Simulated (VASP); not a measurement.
AlN: elastic constants with LDA

The system is AlN.

```
CELL_PARAMETERS angstrom
0.00000 2.17115 2.17115
2.17115 0.00000 2.17115
2.17115 2.17115 0.00000
ATOMIC_POSITIONS crystal
Al 0.00000 0.00000 0.00000
N 0.25000 0.25000 0.25000
```

```
Program                   : VASP 6.6.1
Task                      : elastic constants
Functional                : LDA
Potentials or basis       : VASP PAW LDA potentials, release 64 (Al, N)
Cutoff                    : 600 eV
k mesh                    : 8 × 8 × 8
Occupations               : gaussian, width 0.01 eV
Spin                      : no spin polarisation
Dipole correction         : no
Ions in elastic constants : relaxed
Further INCAR settings    : ALGO = Normal; EDIFF = 1e-08; NBANDS = 11; IBRION = 6; POTIM = 0.015; NSW = 1; ISIF = 3
```

The elastic constants C11, C12, C44 are 301, 168, 188 GPa, the voigt bulk modulus is 212 GPa and the highest phonon frequency at Γ, LO-TO splitting left out is 670 cm⁻¹.

Phonon frequencies in cm⁻¹ (negative: imaginary):
```csv
q point,frequencies
"(0.000, 0.000, 0.000)",0 0 0 670 670 670
```

Elastic tensor in Voigt notation (GPa, in the Cartesian axes of the cell as first typed):
```
301 168 168   0   0   0
168 301 168   0   0   0
168 168 301   0   0   0
  0   0   0 188   0   0
  0   0   0   0 188   0
  0   0   0   0   0 188
```

Clamped-ion elastic tensor (GPa):
```
301 168 168   0   0   0
168 301 168   0   0   0
168 168 301   0   0   0
  0   0   0 236   0   0
  0   0   0   0 236   0
  0   0   0   0   0 236
```

Wall time 8.5 min on 1 thread of Intel Xeon 8259CL, with other jobs on the host, peak memory 0.2 GiB.
